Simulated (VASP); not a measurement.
A run of VASP 6.6.1 is set up as follows.

File INCAR:

```
SYSTEM = Ta
  ALGO = Normal
  EDIFF = 1E-7
  ENCUT = 520
  GGA = PS
  ISIF = 2
  ISMEAR = 0
  LASPH = .TRUE.
  LCHARG = .FALSE.
  LREAL = .FALSE.
  LWAVE = .FALSE.
  NBANDS = 12
  NELM = 100
  PREC = Accurate
  SIGMA = 0.15
```

File KPOINTS:

```
k-points
0
G
  20 20 20
  0 0 0
```

The input POSCAR:

```
Ta
1.0
   -1.6265108000      1.6265108000      1.7008184000
    1.6265108000     -1.6265108000      1.7008184000
    1.6265108000      1.6265108000     -1.7008184000
Ta
1
Direct
    0.0000000000      0.0000000000      0.0000000000
```

Potentials or basis: VASP PAW PBE potentials, release 64 (Ta_pv).

Command:

```bash
$ cat potpaw_PBE.64/Ta_pv/POTCAR > POTCAR
$ mpirun -np 1 vasp_std > vasp.out
```

Question: Estimate the pressure.

Answer: -3.3 GPa.

Stress tensor (GPa, compression positive):
```
-1.67  0.00  0.00
 0.00 -1.67  0.00
 0.00  0.00 -6.71
```

Caveat: the cell differs from its parent crystal (strain -0.015 along x and y, +0.030 along z); the PAW data sets were made with another functional, which shifts forces and pressure a little.
